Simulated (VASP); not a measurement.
The system is Ni.

```
Ni
1.0
     0.00000    1.73306    1.73306
     1.73306    0.00000    1.73306
     1.73306    1.73306    0.00000
Ni
1
Cartesian
  0.0000 0.0000 0.0000
```

Base run:

- Program: VASP 6.6.1
- Functional: r2SCAN
- Potentials or basis: VASP PAW PBE potentials, release 64 (Ni)
- Cutoff: 520 eV
- k mesh: 15 × 15 × 15
- Occupations: methfessel-paxton, width 0.2 eV
- Spin: no spin polarisation

Its results: band gap on the k mesh zero (bands 5 and 6 overlap by 1.12 eV); pressure 0.0 GPa.

Task: After a change of settings the same cell gave: band gap on the k mesh zero (bands 5 and 6 overlap by 1.09 eV); pressure 2.3 GPa. Which change was it?
A. occupations from methfessel-paxton, width 0.2 eV to gaussian, width 0.6 eV
B. occupations from methfessel-paxton, width 0.2 eV to methfessel-paxton, width 0.3 eV; further incar settings from ALGO = Normal; EDIFF = 1e-06; NBANDS = 11 to ALGO = Normal; EDIFF = 1e-07; NBANDS = 11
C. occupations from methfessel-paxton, width 0.2 eV to methfessel-paxton, width 0.1 eV

Result: A.

Caveats: the PAW data sets were made with another functional, which shifts forces and pressure a little; the run has no spin polarisation, though such a crystal can be magnetic; so wide a smearing shifts energies and pressures (at least some runs).
